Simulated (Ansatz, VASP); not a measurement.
# Two plane-wave programs on Ta2Ag

The input INCAR:

```
ALGO = Fast
EDIFF = 1E-7
ENCUT = 520
GGA = PE
ISIF = 2
ISMEAR = 0
LASPH = T
LCHARG = T
LELF = T
LREAL = F
LVHAR = T
LWAVE = F
NBANDS = 42
NELM = 80
PREC = Accurate
SIGMA = 0.1
```

KPOINTS

```
k-points
0
Gamma
  6 6 14
```

Contents of POSCAR:

```
Ta2Ag
1.0
    8.9452638593      0.0000000000      0.0000000000
   -4.4726319296      7.7468257457      0.0000000000
    0.0000000000      0.0000000000      2.5523649410
Ta Ag
4 2
Direct
    0.5000000000      0.0000000000      0.5000000000
    0.0000000000      0.5000000000      0.5000000000
    0.5000000000      0.5000000000      0.5000000000
    0.0000000000      0.0000000000      0.0000000000
    0.3333333333      0.6666666667      0.5000000000
    0.6666666667      0.3333333333      0.5000000000
```

Input for Ansatz:

```yaml
crystal:
  lattice:
    - [8.9452638593, 0.0, 0.0]
    - [-4.4726319296, 7.7468257457, 0.0]
    - [0.0, 0.0, 2.552364941]
  atoms:
    - { symbol: Ta, position: [0.5, 0.0, 0.5] }
    - { symbol: Ta, position: [0.0, 0.5, 0.5] }
    - { symbol: Ta, position: [0.5, 0.5, 0.5] }
    - { symbol: Ta, position: [0.0, 0.0, 0.0] }
    - { symbol: Ag, position: [0.3333333333, 0.6666666667, 0.5] }
    - { symbol: Ag, position: [0.6666666667, 0.3333333333, 0.5] }
basis:
  ecutwfc: 420
kpoints:
  mp_grid: { grid: [6, 6, 14] }
  band_path:
    path:
      - [[0.0, 0.0, 0.0], [0.5, 0.0, 0.0], [0.33333333, 0.33333333, 0.0], [0.0, 0.0, 0.0], [0.0, 0.0, 0.5], [0.5, 0.0, 0.5], [0.33333333, 0.33333333, 0.5], [0.0, 0.0, 0.5]]
      - [[0.5, 0.0, 0.5], [0.5, 0.0, 0.0]]
      - [[0.33333333, 0.33333333, 0.5], [0.33333333, 0.33333333, 0.0]]
    npoints: 14
hamiltonian:
  xc: pbe
scf:
  occupations: { method: gaussian, width: 0.1 }
  n_extra_bands: 15
output:
  forces: true
  stress: true
  eigenvalues: true
  populations: true
  dos: { projected: true, de: 0.02, nscf_kmesh: { grid: [8, 8, 17] } }
  bader: true
  write_density: true
  write_potential: true
  elf: true
  volumetric_format: npy
```

Alike in both runs: task single point; functional PBE; k mesh 6 × 6 × 14; occupations gaussian, width 0.1 eV; no spin polarisation.

|  | VASP | Ansatz |
| --- | --- | --- |
| version | VASP 6.6.1 | Ansatz 0.2.0 |
| potentials or method | VASP PAW PBE potentials, release 64 (Ta_pv, Ag), cutoff 520 eV | scalar-relativistic, plane waves, PAW |
| valence electrons in the cell | 66 | 90 |

```csv
,VASP,Ansatz,Ansatz less VASP
gap on the k mesh at the Fermi level (eV),none,none,-
pressure (GPa),0.0,0.0,+0.05
```

A gap of «none» marks a metal or a gap that the smearing closes. VASP's potentials hold 66 valence electrons a cell and Ansatz's 90, so a difference there can come from the potentials and not from the codes.

Neither program's run includes spin-orbit coupling.
